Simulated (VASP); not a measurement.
Input of a VASP 6.6.1 run:

POSCAR

```
Mg3Sc
1.0
    4.5131440000      0.0000000000      0.0000000000
    0.0000000000      4.5131440000      0.0000000000
    0.0000000000      0.0000000000      4.5131440000
Mg Sc
3 1
Direct
    0.5000000000      0.5000000000      0.0000000000
    0.5000000000      0.0000000000      0.5000000000
    0.0000000000      0.5000000000      0.5000000000
    0.0000000000      0.0000000000      0.0000000000
```

INCAR.step1

```
  PREC = Accurate
  ENCUT = 520
  ISMEAR = -1
  SIGMA = 0.1
  LREAL = False
  LASPH = True
  NELM = 80
  NBANDS = 16
  GGA = PE
  ALGO = Normal
  EDIFF = 1E-4
  LWAVE = True
  LCHARG = False
```

INCAR.step2

```
  PREC = Accurate
  ENCUT = 520
  EDIFF = 1E-7
  ISMEAR = -1
  SIGMA = 0.1
  LREAL = False
  LASPH = True
  NELM = 80
  ALGO = Normal
  ISIF = 2
  LWAVE = False
  LCHARG = False
  METAGGA = R2SCAN
  LMIXTAU = True
  NBANDS = 16
  ISTART = 1
```

Contents of KPOINTS:

```
regular mesh
0
Gamma
  5 5 5
```

Potentials or basis: VASP PAW PBE potentials, release 64 (Mg, Sc_sv).

Command:

```console
$ cat potpaw_PBE.64/Mg/POTCAR potpaw_PBE.64/Sc_sv/POTCAR > POTCAR
$ cp INCAR.step1 INCAR
$ mpirun -np 1 vasp_std > vasp.out
$ cp INCAR.step2 INCAR
$ mpirun -np 1 vasp_std > vasp.out
```

Task: Estimate the pressure.

Result: -0.4 GPa.

Caveat: the PAW data sets were made with another functional, which shifts forces and pressure a little.
